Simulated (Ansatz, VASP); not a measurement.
**HgTe: VASP beside Ansatz**

```
Hg Te
1.0
     0.00000    3.22185    3.22185
     3.22185    0.00000    3.22185
     3.22185    3.22185    0.00000
Hg Te
1 1
Direct
  0.00000 0.00000 0.00000
  0.50000 0.50000 0.50000
```

Alike in both runs: task single point; functional HSE06; k mesh 4 × 4 × 4; occupations fermi-dirac, width 0.05 eV; no spin polarisation.

```csv
,VASP,Ansatz
version,VASP 6.6.1,Ansatz 0.2.0
potentials or method,"VASP PAW PBE potentials, release 64 (Hg, Te)",Ansatz PAW
plane-wave cutoff (eV),520,420
valence electrons in the cell,18,36
```

Ansatz gave:

```
gap on the k mesh at the Fermi level (eV) : none
pressure (GPa)                            : -5.2
```

Q: What did VASP give for the same quantities?

A: gap on the k mesh at the Fermi level (eV): none; pressure (GPa): -5.3.

A gap of «none» marks a metal or a gap that the smearing closes. VASP's potentials hold 18 valence electrons a cell and Ansatz's 36, so a difference there can come from the potentials and not from the codes.

The k mesh is coarse, so the values compare programs but aren't converged. Neither program's run includes spin-orbit coupling.
